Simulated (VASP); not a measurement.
Write the native input for VASP 6.6.1 that does the following.

```yaml
Task: single point
Functional: PBEsol
Potentials_or_basis: VASP PAW PBE potentials, release 64 (Co)
Cutoff: 520 eV
k_mesh: 21 × 21 × 12
Occupations: gaussian, width 0.15 eV
Spin: collinear spin, ferromagnetic start
Starting_moments: "[1.79, 1.79] μB"
Dipole_correction: no
Further_INCAR_settings: ALGO = Fast; EDIFF = 1e-06; NBANDS = 20
```

The structure of Co lies in POSCAR:

```
Co
1.0
    2.4310000000      0.0000000000      0.0000000000
   -1.2155000000      2.1053077566      0.0000000000
    0.0000000000      0.0000000000      3.4913000000
Co
2
Direct
    0.3333333333      0.6666666667      0.2500000000
    0.6666666667      0.3333333333      0.7500000000
```

These files were run (other wordings do the same):

INCAR

```
PREC     = Accurate       # precision mode
ENCUT    = 520            # plane-wave cutoff, eV
EDIFF    = 1E-6           # SCF threshold, eV
ISMEAR   = 0              # smearing method
SIGMA    = 0.15           # smearing width, eV
LREAL    = False          # projectors in reciprocal space
LASPH    = True           # aspherical terms in the spheres
NELM     = 150            # most SCF steps
ALGO     = Fast           # electronic algorithm
ISIF     = 2              # what is computed and relaxed
LWAVE    = False          # write WAVECAR
LCHARG   = False          # write CHGCAR
ISPIN    = 2              # spin polarisation
MAGMOM   = 1.79 1.79      # initial moments
LORBIT   = 11             # projections on sites
LMAXMIX  = 4              # l up to which the mixer works
GGA      = PS             # functional
NBANDS   = 20             # bands
```

KPOINTS

```
regular mesh
0
Gamma
  21 21 12
```

Potentials or basis: VASP PAW PBE potentials, release 64 (Co).

Command:

```console
$ cat potpaw_PBE.64/Co/POTCAR > POTCAR
$ mpirun -np 1 vasp_std > vasp.out
```

Results of the run:

```json
{"Pressure": "50.1 GPa", "Net moment": "2.36 μB per cell", "Site moments": "Co +1.17 μB", "Valence electrons inside the program's atomic spheres": "Co 8.75"}
```

Caveat: the PAW data sets were made with another functional, which shifts forces and pressure a little.

It took 2.2 min on 1 thread of Intel(R) Xeon(R) 6975P-C (Granite Rapids), with other jobs on the host, peak memory 0.27 GiB.
